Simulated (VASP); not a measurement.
# AlN (P6_3mc) in VASP: notebook, part 2 of 2

VASP 6.6.1.

### 4 Single point, r2SCAN (strain +0.000 along x and y, -0.025 along z)

Input file POSCAR:

```
AlN
1.0
    3.1110021516      0.0000000000      0.0000000000
   -1.5555010758      2.6942068945      0.0000000000
    0.0000000000      0.0000000000      4.8535500000
Al N
2 2
Direct
    0.3333333333      0.6666666667      0.0000000000
    0.6666666667      0.3333333333      0.5000000000
    0.3333333333      0.6666666667      0.3850000000
    0.6666666667      0.3333333333      0.8850000000
```

Input file INCAR.step1:

```
PREC = Accurate ; ENCUT = 520
ISMEAR = 0 ; SIGMA = 0.05
LREAL = F ; LASPH = T
NELM = 100 ; NBANDS = 16
GGA = PE ; ALGO = Normal
EDIFF = 1E-4 ; LWAVE = T
LCHARG = F
```

Input file INCAR.step2:

```
PREC = Accurate ; ENCUT = 520
EDIFF = 1E-7 ; ISMEAR = 0
SIGMA = 0.05 ; LREAL = F
LASPH = T ; NELM = 100
ALGO = Normal ; ISIF = 2
LWAVE = F ; LCHARG = F
METAGGA = R2SCAN ; LMIXTAU = T
NBANDS = 16 ; ISTART = 1
```

Input file KPOINTS:

```
regular mesh
0
Gamma
  12 12 6
```

Potentials or basis: VASP PAW PBE potentials, release 64 (Al, N).

Run with:

```sh
cat potpaw_PBE.64/Al/POTCAR potpaw_PBE.64/N/POTCAR > POTCAR
cp INCAR.step1 INCAR
mpirun -np 1 vasp_std > vasp.out
cp INCAR.step2 INCAR
mpirun -np 1 vasp_std > vasp.out
```

OUTCAR:

```text
PREC = Accurate
   ENCUT = 520
   EDIFF = 1E-7
   ISMEAR = 0
   LREAL = F
   LASPH = T
   NELM = 100
   ISIF = 2
   METAGGA = R2SCAN
   ISTART = 1

 ion  position               nearest neighbor table
   1  0.333  0.667  0.000-   3 1.87   4 1.88   4 1.88   4 1.88   2 3.02   2 3.02   2 3.02   2 3.02
                             2 3.02   2 3.02
   2  0.667  0.333  0.500-   4 1.87   3 1.88   3 1.88   3 1.88   1 3.02   1 3.02   1 3.02   1 3.02
                             1 3.02   1 3.02
   3  0.333  0.667  0.385-   1 1.87   2 1.88   2 1.88   2 1.88
[... 656 lines left out ...]
 [... further k-points ...]
[... 5 lines left out ...]
  --------------------------------------------------------------------------------------
  -------------------------------------------------------------------------------------
  Total        0.3354100      0.3354100      2.5981351      0.0000000      0.0000000      0.0000000
  in kB       13.2097881     13.2097881    102.3249535      0.0000000      0.0000000      0.0000000
  external PRESSURE =      42.9148433 kB  Pullay stress =       0.0000000 kB

 VOLUME and BASIS-vectors are now :
 -----------------------------------------------------------------------------
  energy-cutoff  :      520.00
  volume of cell :       40.68
      direct lattice vectors                 reciprocal lattice vectors
     3.111002152  0.000000000  0.000000000     0.321439829  0.185583372  0.000000000
    -1.555501076  2.694206895  0.000000000     0.000000000  0.371166744  0.000000000
     0.000000000  0.000000000  4.853550000     0.000000000  0.000000000  0.206034758

 POSITION                                       TOTAL-FORCE (eV/Angst)
 -----------------------------------------------------------------------------------
     -0.00000      1.79614      0.00000        -0.000000     -0.000000     -0.156022
      1.55550      0.89807      2.42678         0.000000      0.000000     -0.156022
     -0.00000      1.79614      1.86862         0.000000     -0.000000      0.156022
      1.55550      0.89807      4.29539        -0.000000      0.000000      0.156022
 -----------------------------------------------------------------------------------
    total drift:                               -0.000000     -0.000000     -0.027495

  FREE ENERGIE OF THE ION-ELECTRON SYSTEM (eV)
  ---------------------------------------------------
  free  energy   TOTEN  =       -38.4262280771 eV

  energy  without entropy=      -38.4262280771  energy(sigma->0) =      -38.42622808
```

OSZICAR.step1:

```text
N       E                     dE             d eps       ncg     rms          rms(c)
DAV:   1     0.417847818509E+02    0.41785E+02   -0.73743E+03  2432   0.900E+02
DAV:   2    -0.311365430365E+02   -0.72921E+02   -0.66813E+02  3496   0.188E+02
DAV:   3    -0.345419490339E+02   -0.34054E+01   -0.33954E+01  2848   0.421E+01
DAV:   4    -0.345622420718E+02   -0.20293E-01   -0.20292E-01  3168   0.366E+00
DAV:   5    -0.345625053891E+02   -0.26332E-03   -0.26332E-03  2960   0.422E-01    0.124E+01
DAV:   6    -0.297067379189E+02    0.48558E+01   -0.10580E+01  2912   0.238E+01    0.423E+00
DAV:   7    -0.297246215382E+02   -0.17884E-01   -0.71380E-01  2632   0.596E+00    0.299E+00
DAV:   8    -0.297171198439E+02    0.75017E-02   -0.59847E-02  2696   0.224E+00    0.577E-01
DAV:   9    -0.297121059661E+02    0.50139E-02   -0.12348E-02  3176   0.829E-01    0.243E-01
DAV:  10    -0.297127177926E+02   -0.61183E-03   -0.22386E-03  2608   0.301E-01    0.132E-01
DAV:  11    -0.297126350951E+02    0.82698E-04   -0.18857E-04  2232   0.107E-01
   1 F= -.29712635E+02 E0= -.29712635E+02  d E =-.120217E-17
```

It took 3 min on 1 thread of Intel Xeon 8259CL, shared host; peak memory 0.18 GiB.

What came out:

* Free energy: -38.4262 eV
* Pressure: 4.3 GPa
* Largest force: 0.156 eV/Å
* Band gap on the k mesh: 5.00 eV

Forces on the atoms (eV/Å):
```
Al   0.000  0.000 -0.156
Al   0.000  0.000 -0.156
N    0.000  0.000  0.156
N    0.000  0.000  0.156
```

Caveat: the cell differs from its parent crystal (strain +0.000 along x and y, -0.025 along z); the stress differs along the axes, from 1 to 10 GPa; the PAW data sets were made with another functional, which shifts forces and pressure a little. A k mesh can miss the band edges.

### 5 Single point, r2SCAN (strain -0.025 along x and y, +0.025 along z)

Input file POSCAR:

```
AlN
1.0
    3.0332270978      0.0000000000      0.0000000000
   -1.5166135489      2.6268517221      0.0000000000
    0.0000000000      0.0000000000      5.1024500000
Al N
2 2
Direct
    0.3333333333      0.6666666667      0.0000000000
    0.6666666667      0.3333333333      0.5000000000
    0.3333333333      0.6666666667      0.3850000000
    0.6666666667      0.3333333333      0.8850000000
```

Input file INCAR.step1:

```
PREC = Accurate
ENCUT = 520
ISMEAR = 0
SIGMA = 0.05
LREAL = F
LASPH = T
NELM = 100
NBANDS = 16
GGA = PE
ALGO = Normal
EDIFF = 1E-4
LWAVE = T
LCHARG = F
```

Input file INCAR.step2:

```
PREC = Accurate
ENCUT = 520
EDIFF = 1E-7
ISMEAR = 0
SIGMA = 0.05
LREAL = F
LASPH = T
NELM = 100
ALGO = Normal
ISIF = 2
LWAVE = F
LCHARG = T
METAGGA = R2SCAN
LMIXTAU = T
LELF = T
LVHAR = T
NBANDS = 16
ISTART = 1
```

Input file KPOINTS:

```
Automatic mesh
0
Gamma
  12 12 6
```

Run with:

```sh
cat potpaw_PBE.64/Al/POTCAR potpaw_PBE.64/N/POTCAR > POTCAR
cp INCAR.step1 INCAR
mpirun -np 1 vasp_std > vasp.out
cp INCAR.step2 INCAR
mpirun -np 1 vasp_std > vasp.out
```

It took 3.2 min on 1 thread of Intel Xeon 8259CL, shared host; peak memory 0.19 GiB.

The run converged. Its results:

* Free energy: -38.3291 eV
* Pressure: 6.3 GPa
* Largest force: 0.705 eV/Å
* Band gap on the k mesh: 5.17 eV

Forces on the atoms (eV/Å):
```
Al   0.000  0.000  0.705
Al   0.000  0.000  0.705
N    0.000  0.000 -0.705
N    0.000  0.000 -0.705
```

Stress tensor (GPa, compression positive):
```
14.18  0.00  0.00
 0.00 14.18  0.00
 0.00  0.00 -9.44
```

Levels at points of the mesh, in eV from the valence-band top:
```tsv
k point	band 6	band 7	band 8	band 9	band 10	band 11
(0.00, 0.00, 0.00)	-0.06	-0.06	0.00	5.17	8.41	11.75
(0.50, 0.00, 0.00)	-1.85	-1.63	-0.63	6.36	7.06	9.37
(0.00, 0.00, 0.50)	-0.33	-0.33	-0.33	7.82	7.82	11.46
(0.50, 0.00, 0.50)	-1.38	-1.30	-1.30	6.06	6.06	10.36
```

Caveat: the cell differs from its parent crystal (strain -0.025 along x and y, +0.025 along z); the stress differs along the axes, from -9 to 14 GPa; the PAW data sets were made with another functional, which shifts forces and pressure a little. A k mesh can miss the band edges.

### 6 Single point, r2SCAN (strain -0.025 along x and y, +0.050 along z)

Edit POSCAR of step 5 so:

```diff
@@ -4,3 +4,3 @@
    -1.5166135489      2.6268517221      0.0000000000
-    0.0000000000      0.0000000000      5.1024500000
+    0.0000000000      0.0000000000      5.2269000000
 Al N
```

Input file INCAR.step1:

```
ALGO = Normal
EDIFF = 1E-4
ENCUT = 520
GGA = PE
ISMEAR = 0
LASPH = True
LCHARG = False
LREAL = False
LWAVE = True
NBANDS = 16
NELM = 100
PREC = Accurate
SIGMA = 0.05
```

Input file INCAR.step2:

```
ALGO = Normal
EDIFF = 1E-6
ENCUT = 520
ISIF = 2
ISMEAR = 0
ISTART = 1
LASPH = True
LCHARG = True
LELF = True
LMIXTAU = True
LREAL = False
LVHAR = True
LWAVE = False
METAGGA = R2SCAN
NBANDS = 16
NELM = 100
PREC = Accurate
SIGMA = 0.05
```

Input file KPOINTS:

```
k-points
0
Gamma
  12 12 6
```

Potentials or basis: VASP PAW PBE potentials, release 64 (Al, N).

Run with:

```sh
cat potpaw_PBE.64/Al/POTCAR potpaw_PBE.64/N/POTCAR > POTCAR
cp INCAR.step1 INCAR
mpirun -np 1 vasp_std > vasp.out
cp INCAR.step2 INCAR
mpirun -np 1 vasp_std > vasp.out
```

Run time: 2.6 min. Hardware: 1 thread of Intel Xeon 8259CL, shared host; peak memory 0.19 GiB.

Results (log left out):

| Quantity | Value |
| --- | --- |
| Free energy | -38.2428 eV |
| Pressure | 2.0 GPa |
| Largest force | 0.767 eV/Å |
| Band gap on the k mesh | 4.87 eV |

Forces on the atoms (eV/Å):
```
Al   0.000  0.000  0.767
Al   0.000  0.000  0.767
N    0.000  0.000 -0.767
N    0.000  0.000 -0.767
```

Stress tensor (GPa, compression positive):
```
 12.30   0.00   0.00
  0.00  12.30   0.00
  0.00   0.00 -18.48
```

Levels at points of the mesh, in eV from the valence-band top:
```
           k point  band 6  band 7  band 8  band 9  band 10  band 11
(0.00, 0.00, 0.00)   -0.08    0.00    0.00    4.87     8.45    11.43
(0.50, 0.00, 0.00)   -1.71   -1.56   -0.61    6.18     7.11     9.12
(0.00, 0.00, 0.50)   -0.24   -0.24   -0.24    7.67     7.67    11.18
(0.50, 0.00, 0.50)   -1.39   -1.21   -1.21    5.90     5.90    10.22
```

Caveat: the cell differs from its parent crystal (strain -0.025 along x and y, +0.050 along z); the stress differs along the axes, from -18 to 12 GPa; the PAW data sets were made with another functional, which shifts forces and pressure a little. A k mesh can miss the band edges.

### 7 The runs side by side

| cell | gap on the mesh (eV) | pressure (GPa) | largest force (eV/Å) |
| --- | --- | --- | --- |
| a = 3.111, b = 3.111, c = 4.729 Å, angles 90.0, 90.0, 120.0°, 4 atoms | 5.15 | 10.6 | 0.69 |
| a = 3.033, b = 3.033, c = 4.978 Å, angles 90.0, 90.0, 120.0°, 4 atoms | 5.38 | 11.4 | 0.53 |
| a = 3.111, b = 3.111, c = 4.854 Å, angles 90.0, 90.0, 120.0°, 4 atoms | 5.00 | 4.3 | 0.16 |
| a = 3.033, b = 3.033, c = 5.102 Å, angles 90.0, 90.0, 120.0°, 4 atoms | 5.17 | 6.3 | 0.70 |
| a = 3.033, b = 3.033, c = 5.227 Å, angles 90.0, 90.0, 120.0°, 4 atoms | 4.87 | 2.0 | 0.77 |

Alike in all rows: task single point; level r2SCAN; potentials or basis VASP PAW PBE potentials, release 64 (Al, N); no spin polarisation; k mesh 12 × 12 × 6; cutoff (eV) 520; smearing gaussian 0.05 eV.

Caveats: the PAW data sets were made with another functional, which shifts forces and pressure a little; the stress differs along the axes, from 3 to 25 GPa (at least some runs); the stress differs along the axes, from 2 to 16 GPa (at least some runs); the stress differs along the axes, from 1 to 10 GPa (at least some runs); the stress differs along the axes, from -9 to 14 GPa (at least some runs); the stress differs along the axes, from -18 to 12 GPa (at least some runs).

Total energies depend on the potentials used, so only differences within one code and one set of settings carry meaning.
